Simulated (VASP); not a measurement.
# MgI2 (P-3m1) in VASP: a series of runs, part 2 of 3

VASP 6.6.1. The steps go on from the part before.

## 3. Single point, PBE

Input file INCAR:

```
SYSTEM = MgI2
PREC = Accurate
ENCUT = 520
EDIFF = 1E-7
ISMEAR = 0
SIGMA = 0.05
LREAL = .FALSE.
LASPH = .TRUE.
NELM = 60
ALGO = Normal
ISIF = 2
LWAVE = .FALSE.
LCHARG = .FALSE.
GGA = PE
NBANDS = 15
```

Input file KPOINTS:

```
Automatic mesh
0
G
  6 6 4
  0 0 0
```

Input file POSCAR:

```
MgI2
1.0
    4.1154617896      0.0000000000      0.0000000000
   -2.0577308948      3.5640944581      0.0000000000
    0.0000000000      0.0000000000      7.6413829923
Mg I
1 2
Direct
    0.0000000000      0.0000000000      0.0000000000
    0.3333333333      0.6666666667      0.8012283115
    0.6666666667      0.3333333333      0.1987716885
```

Potentials or basis: VASP PAW PBE potentials, release 64 (Mg, I).

Run with:

```
$ cat potpaw_PBE.64/Mg/POTCAR potpaw_PBE.64/I/POTCAR > POTCAR
$ mpirun -np 1 vasp_std > vasp.out
```

OUTCAR:

```text
SYSTEM = MgI2
   PREC = Accurate
   ENCUT = 520
   EDIFF = 1E-7
   ISMEAR = 0
   LREAL = .FALSE.
   LASPH = .TRUE.
   NELM = 60
   ISIF = 2
   GGA = PE

 ion  position               nearest neighbor table
   1  0.000  0.000  0.000-   2 2.82   3 2.82   3 2.82   2 2.82   3 2.82   2 2.82
   2  0.333  0.667  0.801-   1 2.82   1 2.82   1 2.82
   3  0.667  0.333  0.199-   1 2.82   1 2.82   1 2.82

  LATTYP: Found a hexagonal cell.
 ALAT       =     4.1154617896
 C/A-ratio  =     1.8567498334

  Lattice vectors:

 A1 = (   4.1154617896,   0.0000000000,   0.0000000000)
 A2 = (  -2.0577308948,   3.5640944581,   0.0000000000)
 A3 = (   0.0000000000,   0.0000000000,   7.6413829923)

Analysis of symmetry for initial positions (statically):
[... 33 lines left out ...]
                                     Primitive cell

  volume of cell :     112.0830

  direct lattice vectors                    reciprocal lattice vectors
     4.115461790  0.000000000  0.000000000     0.242986098  0.140288089  0.000000000
    -2.057730895  3.564094458  0.000000000     0.000000000  0.280576178  0.000000000
     0.000000000  0.000000000  7.641382992     0.000000000  0.000000000  0.130866363

  length of vectors
     4.115461790  4.115461790  7.641382992     0.280576178  0.280576178  0.130866363

  position of ions in fractional coordinates (direct lattice)
     0.000000000  0.000000000  0.000000000
     0.333333333  0.666666667  0.801228311
     0.666666667  0.333333333  0.198771689

  ion indices of the primitive-cell ions
   primitive index   ion index
                 1           1
                 2           2
                 3           3

----------------------------------------------------------------------------------------

 KPOINTS: Automatic mesh

Automatic generation of k-mesh.
 Grid dimensions read from file:
 generate k-points for:    6    6    4

 Generating k-lattice:

  Cartesian coordinates                     Fractional coordinates (reciprocal lattice)
     0.040497683  0.023381348  0.000000000     0.166666667  0.000000000  0.000000000
     0.000000000  0.046762696  0.000000000     0.000000000  0.166666667  0.000000000
     0.000000000  0.000000000  0.032716591     0.000000000  0.000000000  0.250000000

  Length of vectors
     0.046762696  0.046762696  0.032716591

  Shift w.r.t. Gamma in fractional coordinates (k-lattice)
[... 9 lines left out ...]
  0.000000  0.000000  0.000000      1.000000
  0.166667  0.000000  0.000000      6.000000
  0.333333  0.000000  0.000000      6.000000
  0.500000  0.000000  0.000000      3.000000
  0.166667  0.166667  0.000000      6.000000
  0.333333  0.166667  0.000000     12.000000
[... 22 lines left out ...]
   dimension x,y,z NGXF=    64 NGYF=   64 NGZF=  120
   ions per type =               1   2
   NGX,Y,Z   is equivalent  to a cutoff of  12.93, 12.93, 13.05 a.u.
   NGXF,Y,Z  is equivalent  to a cutoff of  25.85, 25.85, 26.11 a.u.
 SYSTEM =  MgI2
   PREC   = accura    normal or accurate (medium, high low for compatibility)
   ISTART =      0    job   : 0-new  1-cont  2-samecut
   ICHARG =      2    charge: 1-file 2-atom 10-const
   ISPIN  =      1    spin polarized calculation?
   LNONCOLLINEAR =      F non collinear calculations
   LSORBIT =      F    spin-orbit coupling
   LASPH  =      T    aspherical Exc in radial PAW
   ENCUT  =  520.0 eV  38.22 Ry    6.18 a.u.   7.65  7.65 14.21*2*pi/ulx,y,z
   NELM   =     60;   NELMIN=  2; NELMDL= -5     # of ELM steps
   EDIFF  = 0.1E-06   stopping-criterion for ELM
   LREAL  =      F    real-space projection
   EDIFFG = 0.1E-05   stopping-criterion for IOM
   NSW    =      0    number of steps for IOM
   IBRION =     -1    ionic relax: 0-MD 1-quasi-New 2-CG
[... 14 lines left out ...]
     AMIX     =   0.40;   BMIX     =  1.00
     AMIX_MAG =   1.60;   BMIX_MAG =  1.00
  volume/ion in A,a.u.               =      37.36       252.12
  Fermi-wavevector in a.u.,A,eV,Ry     =   0.855595  1.616840  9.960047  0.732043
  Thomas-Fermi vector in A             =   1.972368
   LORBIT       =      0    0 simple, 1 ext, 2 COOP (PROOUT), +10 PAW based schemes
   GGA     = PE    functional components
[... 6 lines left out ...]
 Gauss-broadening in eV      SIGMA  =   0.05
  energy-cutoff  :      520.00
  volume of cell :      112.08
 maximum number of plane-waves:      3076
 NGX is ok and might be reduce to    32
   NGX = 15   NGY = 15   NGZ = 29

 number of electron      16.0000001 magnetization

 Free energy of the ion-electron system (eV)
  ---------------------------------------------------
  ext. energy  EPLUGINS =         0.00000000
  ---------------------------------------------------
  free energy    TOTEN  =        -7.53504232 eV

  energy without entropy =       -7.53504232  energy(sigma->0) =       -7.53504232

 E-fermi :   1.5759     XC(G=0):  -7.6002

 val. band max:        1.3532807950   @ k =   0.0000   0.0000   0.0000
 cond. band min:       5.1732936852   @ k =   0.5000   0.0000   0.0000
 fundamental gap:      3.8200128902
 Fermi energy:         1.5759240861

 k-point     1 :       0.0000    0.0000    0.0000
  band No.  band energies     occupation
      1     -10.7869      2.00000
      2      -9.9315      2.00000
      3      -1.7687      2.00000
      4       0.9033      2.00000
      5       0.9033      2.00000
      6       1.2682      2.00000
      7       1.3533      2.00000
      8       1.3533      2.00000
      9       5.6001      0.00000
     10       6.2830      0.00000
     11       8.0558      0.00000
     12       8.0558      0.00000
     13       8.2149      0.00000
     14       9.4380      0.00000
     15       9.4380      0.00000

 k-point     2 :       0.1667    0.0000    0.0000
  band No.  band energies     occupation
      1     -10.6295      2.00000
      2      -9.8562      2.00000
      3      -1.6484      2.00000
      4      -0.1945      2.00000
      5       0.5442      2.00000
      6       0.5640      2.00000
      7       1.3064      2.00000
      8       1.3430      2.00000
      9       6.4019      0.00000
     10       6.8201      0.00000
     11       7.6884      0.00000
     12       8.5971      0.00000
     13       8.6056      0.00000
     14       9.4033      0.00000
     15       9.9398      0.00000

 k-point     3 :       0.3333    0.0000    0.0000
  band No.  band energies     occupation
      1     -10.2482      2.00000
      2      -9.7282      2.00000
      3      -1.9211      2.00000
      4      -1.3412      2.00000
      5      -0.1882      2.00000
      6       0.0917      2.00000
      7       1.0901      2.00000
      8       1.1195      2.00000
      9       5.5966      0.00000
     10       7.0721      0.00000
     11       7.9201      0.00000
     12       9.0537      0.00000
     13       9.1357      0.00000
     14       9.8659      0.00000
     15      10.4010      0.00000
[... 343 lines left out ...]
 k-point    23 :       0.3333    0.1667    0.5000
  band No.  band energies     occupation
      1      -9.9876      2.00000
      2      -9.7103      2.00000
      3      -2.1977      2.00000
      4      -1.5474      2.00000
      5      -0.7230      2.00000
      6       0.0021      2.00000
      7       0.6547      2.00000
      8       1.0328      2.00000
      9       6.1279      0.00000
     10       7.4057      0.00000
     11       8.0935      0.00000
     12       8.4431      0.00000
     13       8.7961      0.00000
     14      10.1048      0.00000
     15      10.5341      0.00000

 k-point    24 :       0.3333    0.3333    0.5000
  band No.  band energies     occupation
      1      -9.7754      2.00000
      2      -9.7754      2.00000
      3      -2.0980      2.00000
      4      -1.3796      2.00000
      5      -1.3796      2.00000
      6      -0.6012      2.00000
      7       0.8746      2.00000
      8       0.8746      2.00000
      9       6.6321      0.00000
     10       7.9498      0.00000
     11       7.9498      0.00000
     12       9.2824      0.00000
     13       9.5077      0.00000
     14      10.0024      0.00000
     15      10.0024      0.00000

------------------------ aborting loop because EDIFF is reached ----------------------------------------

  FORCE on cell =-STRESS in cart. coord.  units (eV):
  Direction    XX          YY          ZZ          XY          YZ          ZX
  --------------------------------------------------------------------------------------
  -------------------------------------------------------------------------------------
  Total        2.5379736      2.5379736      3.2594646     -0.0000000     -0.0000000      0.0000000
  in kB       36.2792189     36.2792189     46.5926170     -0.0000000     -0.0000000      0.0000000
  external PRESSURE =      39.7170183 kB  Pullay stress =       0.0000000 kB

 VOLUME and BASIS-vectors are now :
 -----------------------------------------------------------------------------
  energy-cutoff  :      520.00
  volume of cell :      112.08
      direct lattice vectors                 reciprocal lattice vectors
     4.115461790  0.000000000  0.000000000     0.242986098  0.140288089  0.000000000
    -2.057730895  3.564094458  0.000000000     0.000000000  0.280576178  0.000000000
     0.000000000  0.000000000  7.641382992     0.000000000  0.000000000  0.130866363

 POSITION                                       TOTAL-FORCE (eV/Angst)
 -----------------------------------------------------------------------------------
      0.00000      0.00000      0.00000        -0.000000      0.000000      0.000000
     -0.00000      2.37606      6.12249        -0.000000      0.000000     -1.073210
      2.05773      1.18803      1.51889         0.000000      0.000000      1.073210
 -----------------------------------------------------------------------------------
    total drift:                               -0.000000      0.000000     -0.000000

  FREE ENERGIE OF THE ION-ELECTRON SYSTEM (eV)
  ---------------------------------------------------
  free  energy   TOTEN  =        -7.5350423237 eV

  energy  without entropy=       -7.5350423237  energy(sigma->0) =       -7.53504232
```

stdout:

```text
POSCAR found type information on POSCAR MgI
 POSCAR found :  2 types and       3 ions
 scaLAPACK will be used
 LDA part: xc-table for (Slater+PW92), standard interpolation
 POSCAR, INCAR and KPOINTS ok, starting setup
 FFT: planning ... GRIDC
 FFT: planning ... GRID_SOFT
 FFT: planning ... GRID
 WAVECAR not read
 entering main loop
```

It took 16 s on 1 thread of Intel Xeon 6975P-C (Granite Rapids), shared host; peak memory 0.24 GiB.

Results:

| Property | Result |
| --- | --- |
| Free energy | -7.5350 eV |
| Pressure | 4.0 GPa |
| Largest force | 1.073 eV/Å |
| Band gap on the k mesh | 3.82 eV, indirect (least direct gap 4.20 eV) |

Forces in eV/Å, atoms in the order of the input:
```
Mg   0.000  0.000  0.000
I    0.000  0.000 -1.073
I    0.000  0.000  1.073
```

Stress tensor (GPa, compression positive):
```
3.63 0.00 0.00
0.00 3.63 0.00
0.00 0.00 4.66
```

Levels at points of the mesh, in eV from the valence-band top:
```tsv
k point	band 5	band 6	band 7	band 8	band 9	band 10	band 11	band 12
(0.00, 0.00, 0.00)	-0.45	-0.09	0.00	0.00	4.25	4.93	6.70	6.70
(0.50, 0.00, 0.00)	-1.45	-1.34	-0.55	-0.38	3.82	5.68	6.04	7.73
(0.00, 0.00, 0.50)	-0.44	-0.44	-0.01	-0.01	4.83	4.96	6.66	6.66
(0.50, 0.00, 0.50)	-1.43	-1.15	-0.54	-0.42	3.85	5.71	5.88	6.63
```

Caveat: spin-orbit coupling is left out, which moves the levels of the heavy elements; this functional lacks dispersion, which binds the layers, so the pressure and a relaxed spacing across them are unreliable; forces of over 1 eV/Å act on the atoms, so gaps and moduli don't describe the material at rest. As with any semilocal functional, this PBE gap is likely too small.

(Part 2 of 3 ends here.)
